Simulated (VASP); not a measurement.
# Na3Ga (Fm-3m) in VASP: further runs

Na3Ga is run at these levels: LDA; tasks: single point.

Program: VASP 6.6.1. These are calculated values, not measurements. Logs are shortened: lines on timing, memory, paths and dates and some standing lists are left out, and cuts for length are marked.

## 1. The cell of the first run

The structure is cubic, space group Fm-3m (No. 225). Conventional cell: a = 7.651 Å, b = 7.651 Å, c = 7.651 Å, α = 90.00°, β = 90.00°, γ = 90.00°. Na (site symmetry -43m) has 10 Na at 3.31 to 3.83 Å and 4 Ga at 3.31 Å within 4.4 Å. Within 4.4 Å of Na (site symmetry m-3m) lie 8 Na at 3.31 Å and 6 Ga at 3.83 Å. Ga (site symmetry m-3m) has 14 Na at 3.31 to 3.83 Å within 4.4 Å.

## 2. Single point, LDA

Input file INCAR:

```
SYSTEM = Na3Ga
PREC     = Accurate       ! precision mode
ENCUT    = 520            ! plane-wave cutoff, eV
EDIFF    = 1E-6           ! SCF threshold, eV
ISMEAR   = -1             ! smearing method
SIGMA    = 0.1            ! smearing width, eV
LREAL    = .FALSE.        ! projectors in reciprocal space
LASPH    = .TRUE.         ! aspherical terms in the spheres
NELM     = 80             ! most SCF steps
ALGO     = Normal         ! electronic algorithm
ISIF     = 2              ! what is computed and relaxed
LWAVE    = .FALSE.        ! write WAVECAR
LCHARG   = .TRUE.         ! write CHGCAR
GGA      = CA             ! functional
LELF     = .TRUE.         ! ELF
LVHAR    = .TRUE.       
NBANDS   = 25             ! bands
```

Input file KPOINTS:

```
Automatic mesh
0
G
  5 5 5
  0 0 0
```

Input file POSCAR:

```
Na3Ga
1.0
    0.0000000000      3.8256210000      3.8256210000
    3.8256210000      0.0000000000      3.8256210000
    3.8256210000      3.8256210000      0.0000000000
Na Ga
3 1
Direct
    0.2500000000      0.2500000000      0.2500000000
    0.7500000000      0.7500000000      0.7500000000
    0.5000000000      0.5000000000      0.5000000000
    0.0000000000      0.0000000000      0.0000000000
```

Potentials or basis: VASP PAW LDA potentials, release 64 (Na_pv, Ga_d).

Launch:

```bash
cat potpaw_LDA.64/Na_pv/POTCAR potpaw_LDA.64/Ga_d/POTCAR > POTCAR
mpirun -np 1 vasp_std > vasp.out
```

OUTCAR:

```text
SYSTEM = Na3Ga
   PREC = Accurate
   ENCUT = 520
   EDIFF = 1E-6
   ISMEAR = -1
   LREAL = .FALSE.
   LASPH = .TRUE.
   NELM = 80
   ISIF = 2
   GGA = CA

 ion  position               nearest neighbor table
   1  0.250  0.250  0.250-
   2  0.750  0.750  0.750-
   3  0.500  0.500  0.500-
   4  0.000  0.000  0.000-

  LATTYP: Found a face centered cubic cell.
 ALAT       =     7.6512420000

  Lattice vectors:

 A1 = (   0.0000000000,   3.8256210000,   3.8256210000)
 A2 = (   3.8256210000,   0.0000000000,   3.8256210000)
 A3 = (   3.8256210000,   3.8256210000,   0.0000000000)

Analysis of symmetry for initial positions (statically):
=====================================================================
 Subroutine PRICEL returns:
 Original cell was already a primitive cell.

 Routine SETGRP: Setting up the symmetry group for a
 face centered cubic supercell.

 Subroutine GETGRP returns: Found 48 space group operations
 (whereof 48 operations were pure point group operations)
 out of a pool of 48 trial point group operations.

The static configuration has the point symmetry O_h .

Analysis of symmetry for dynamics (positions and initial velocities):
=====================================================================
 Subroutine PRICEL returns:
 Original cell was already a primitive cell.

 Routine SETGRP: Setting up the symmetry group for a
 face centered cubic supercell.

 Subroutine GETGRP returns: Found 48 space group operations
 (whereof 48 operations were pure point group operations)
 out of a pool of 48 trial point group operations.

The dynamic configuration has the point symmetry O_h .

 Subroutine INISYM returns: Found 48 space group operations
 (whereof 48 operations are pure point group operations),
 and found     1 'primitive' translations

----------------------------------------------------------------------------------------

                                     Primitive cell

  volume of cell :     111.9788

  direct lattice vectors                    reciprocal lattice vectors
     0.000000000  3.825621000  3.825621000    -0.130697735  0.130697735  0.130697735
[... 67 lines left out ...]
   ISTART =      0    job   : 0-new  1-cont  2-samecut
   ICHARG =      2    charge: 1-file 2-atom 10-const
   ISPIN  =      1    spin polarized calculation?
   LNONCOLLINEAR =      F non collinear calculations
   LSORBIT =      F    spin-orbit coupling
   LASPH  =      T    aspherical Exc in radial PAW
   ENCUT  =  520.0 eV  38.22 Ry    6.18 a.u.  10.06 10.06 10.06*2*pi/ulx,y,z
   NELM   =     80;   NELMIN=  2; NELMDL= -5     # of ELM steps
   EDIFF  = 0.1E-05   stopping-criterion for ELM
   LREAL  =      F    real-space projection
   EDIFFG = 0.1E-04   stopping-criterion for IOM
   NSW    =      0    number of steps for IOM
   IBRION =     -1    ionic relax: 0-MD 1-quasi-New 2-CG
   NFREE  =      0    steps in history (QN), initial steepest desc. (CG)
   ISIF   =      2    stress and relaxation
   ISYM   =      2    0-nonsym 1-usesym 2-fastsym
   POTIM  = 0.5000    time-step for ionic-motion
   TEBEG  =    0.0;   TEEND  =   0.0 temperature during run
   PSTRESS=    0.0 pullay stress
   NELECT =      34.0000    total number of electrons
   NUPDOWN=      -1.0000    fix difference up-down
   EMIN   =  10.00;   EMAX   =-10.00  energy-range for DOS
   EFERMI =   0.00;   METHOD = LEGACY
   ISMEAR =    -1;   SIGMA  =   0.10  broadening in eV -4-tet -1-fermi 0-gaus
   EFERMI_NEDOS =   21; number of points for ismear=-14 and -15
   IALGO  =     38    algorithm
   IMIX   =      4    mixing-type and parameters
     AMIX     =   0.40;   BMIX     =  1.00
     AMIX_MAG =   1.60;   BMIX_MAG =  1.00
  volume/ion in A,a.u.               =      27.99       188.92
  Fermi-wavevector in a.u.,A,eV,Ry     =   1.100329  2.079320 16.472897  1.210724
  Thomas-Fermi vector in A             =   2.236738
   LORBIT       =      0    0 simple, 1 ext, 2 COOP (PROOUT), +10 PAW based schemes
   GGA     = CA    functional components
   LHFCALC =     F    Hartree Fock is set to
   AEXX    =    0.0000 exact exchange contribution
   IVDW    =     0    specifies the selected vdW correction
   LEPSILON=     F    determine dielectric tensor
   LRPA    =     F    only Hartree local field effects (RPA)
 non-spin polarized calculation
  energy-cutoff  :      520.00
  volume of cell :      111.98
 maximum number of plane-waves:      3025
   NGX = 21   NGY = 21   NGZ = 21

 number of electron      33.9999969 magnetization

 Free energy of the ion-electron system (eV)
  ---------------------------------------------------
  ext. energy  EPLUGINS =         0.00000000
  ---------------------------------------------------
  free energy    TOTEN  =        -7.80029324 eV

  energy without entropy =       -7.72973228  energy(sigma->0) =       -7.76501276

 E-fermi :   1.0989     XC(G=0):  -8.0179

 val. band max:        1.0361116677   @ k =   0.4000   0.4000   0.0000
 cond. band min:       1.1082916950   @ k =  -0.4000   0.4000   0.0000
 fundamental gap:      0.0721800273
 Fermi energy:         1.0989047566

 k-point     1 :       0.0000    0.0000    0.0000
  band No.  band energies     occupation
      1     -23.6977      2.00000
      2     -23.6977      2.00000
      3     -23.6977      2.00000
      4     -23.2756      2.00000
      5     -23.2756      2.00000
      6     -23.2756      2.00000
[... 269 lines left out ...]
     24       7.1583      0.00000
     25       9.0004      0.00000

------------------------ aborting loop because EDIFF is reached ----------------------------------------

  FORCE on cell =-STRESS in cart. coord.  units (eV):
  Direction    XX          YY          ZZ          XY          YZ          ZX
  --------------------------------------------------------------------------------------
  -------------------------------------------------------------------------------------
  Total       -1.1479591     -1.1479591     -1.1479591      0.0000000     -0.0000000     -0.0000000
  in kB      -16.4248417    -16.4248417    -16.4248417      0.0000000     -0.0000000     -0.0000000
  external PRESSURE =     -16.4248417 kB  Pullay stress =       0.0000000 kB

 VOLUME and BASIS-vectors are now :
 -----------------------------------------------------------------------------
  energy-cutoff  :      520.00
  volume of cell :      111.98
      direct lattice vectors                 reciprocal lattice vectors
     0.000000000  3.825621000  3.825621000    -0.130697735  0.130697735  0.130697735
     3.825621000  0.000000000  3.825621000     0.130697735 -0.130697735  0.130697735
     3.825621000  3.825621000  0.000000000     0.130697735  0.130697735 -0.130697735

 POSITION                                       TOTAL-FORCE (eV/Angst)
 -----------------------------------------------------------------------------------
      1.91281      1.91281      1.91281         0.000000      0.000000     -0.000000
      5.73843      5.73843      5.73843        -0.000000      0.000000      0.000000
      3.82562      3.82562      3.82562         0.000000     -0.000000     -0.000000
      0.00000      0.00000      0.00000         0.000000     -0.000000     -0.000000
 -----------------------------------------------------------------------------------
    total drift:                               -0.000000      0.000000      0.000000

  FREE ENERGIE OF THE ION-ELECTRON SYSTEM (eV)
  ---------------------------------------------------
  free  energy   TOTEN  =        -7.8002932431 eV

  energy  without entropy=       -7.7297322828  energy(sigma->0) =       -7.76501276
```

OSZICAR:

```text
N       E                     dE             d eps       ncg     rms          rms(c)
DAV:   1     0.266947253430E+03    0.26695E+03   -0.18436E+04   508   0.167E+03
DAV:   2     0.136334421638E+02   -0.25331E+03   -0.24916E+03   524   0.416E+02
DAV:   3    -0.743922557080E+01   -0.21073E+02   -0.20969E+02   605   0.128E+02
DAV:   4    -0.787108184832E+01   -0.43186E+00   -0.43129E+00   553   0.190E+01
DAV:   5    -0.788170856008E+01   -0.10627E-01   -0.10626E-01   589   0.310E+00    0.101E+00
DAV:   6    -0.782430344623E+01    0.57405E-01   -0.46943E-02   641   0.263E+00    0.569E-01
DAV:   7    -0.780078052161E+01    0.23523E-01   -0.57939E-02   653   0.168E+00    0.162E-01
DAV:   8    -0.780034627200E+01    0.43425E-03   -0.53396E-03   527   0.760E-01    0.444E-02
DAV:   9    -0.780029608974E+01    0.50182E-04   -0.32459E-04   652   0.157E-01    0.103E-02
DAV:  10    -0.780029321644E+01    0.28733E-05   -0.17381E-05   571   0.455E-02    0.417E-03
DAV:  11    -0.780029324310E+01   -0.26659E-07   -0.32341E-06   553   0.217E-02
   1 F= -.78002932E+01 E0= -.77650128E+01  d E =-.705610E-01
```

stdout:

```text
POSCAR found type information on POSCAR NaGa
 POSCAR found :  2 types and       4 ions
 scaLAPACK will be used
 LDA part: xc-table for (Slater(with rela. corr.)+CA(PZ))
 , standard interpolation
 POSCAR, INCAR and KPOINTS ok, starting setup
 FFT: planning ... GRIDC
 FFT: planning ... GRID_SOFT
 FFT: planning ... GRID
 WAVECAR not read
 entering main loop
```

Wall time 18 s (1 thread of Intel Xeon Platinum 8259CL at 2.50GHz (Skylake/Cascade Lake), shared host); peak memory 0.2 GiB.

Results:

```yaml
Free_energy: -7.8003 eV
Pressure: -1.6 GPa
Band_gap_on_the_k_mesh: zero (band 17 reaches 2.20 eV, above the bottom of band 18 at 0.70 eV)
```

## 3. Single point, LDA

Input file INCAR:

```
PREC     = Accurate       # precision mode
ENCUT    = 520            # plane-wave cutoff, eV
EDIFF    = 1E-6           # SCF threshold, eV
ISMEAR   = -1             # smearing method
SIGMA    = 0.1            # smearing width, eV
LREAL    = False          # projectors in reciprocal space
LASPH    = True           # aspherical terms in the spheres
NELM     = 60             # most SCF steps
ALGO     = Normal         # electronic algorithm
ISIF     = 2              # what is computed and relaxed
LWAVE    = False          # write WAVECAR
LCHARG   = False          # write CHGCAR
GGA      = CA             # functional
NBANDS   = 25             # bands
```

Input file KPOINTS:

```
Automatic mesh
0
Gamma
  5 5 5
```

POSCAR is that of step 2.

Potentials or basis: VASP PAW LDA potentials, release 64 (Na_pv, Ga_d).

Launch:

```bash
cat potpaw_LDA.64/Na_pv/POTCAR potpaw_LDA.64/Ga_d/POTCAR > POTCAR
mpirun -np 1 vasp_std > vasp.out
```

It took 17 s on 1 thread of Intel Xeon Platinum 8259CL at 2.50GHz (Skylake/Cascade Lake), shared host; peak memory 0.2 GiB.

The run converged. Its results:

| Property | Result |
| --- | --- |
| Free energy | -7.8003 eV |
| Pressure | -1.6 GPa |
| Band gap on the k mesh | zero (band 17 reaches 2.20 eV, above the bottom of band 18 at 0.70 eV) |

Levels at points of the mesh, in eV from the Fermi level:
```tsv
k point	band 13	band 14	band 15	band 16	band 17	band 18	band 19	band 20	band 21	band 22
(0.00, 0.00, 0.00)	-14.78	-14.78	-6.18	0.54	1.10	1.10	1.10	3.58	3.58	3.58
```

## 4. Single point, LDA

Input file INCAR:

```
PREC = Accurate
ENCUT = 520
EDIFF = 1E-6
ISMEAR = -1
SIGMA = 0.1
LREAL = False
LASPH = True
NELM = 60
ALGO = Normal
ISIF = 2
LWAVE = False
LCHARG = False
NBANDS = 25
```

KPOINTS is that of step 3.

POSCAR is that of step 3.

Launch:

```bash
cat potpaw_LDA.64/Na_pv/POTCAR potpaw_LDA.64/Ga_d/POTCAR > POTCAR
mpirun -np 1 vasp_std > vasp.out
```

It took 18 s on 1 thread of Intel Xeon Platinum 8259CL at 2.50GHz (Skylake/Cascade Lake), shared host; peak memory 0.2 GiB.

It converged, with:

```yaml
Free_energy: -7.8003 eV
Pressure: -1.6 GPa
Band_gap_on_the_k_mesh: zero (band 17 reaches 2.20 eV, above the bottom of band 18 at 0.70 eV)
```

Levels at points of the mesh, in eV from the Fermi level:
```
           k point  band 13  band 14  band 15  band 16  band 17  band 18  band 19  band 20  band 21  band 22
(0.00, 0.00, 0.00)   -14.78   -14.78    -6.18     0.54     1.10     1.10     1.10     3.58     3.58     3.58
```
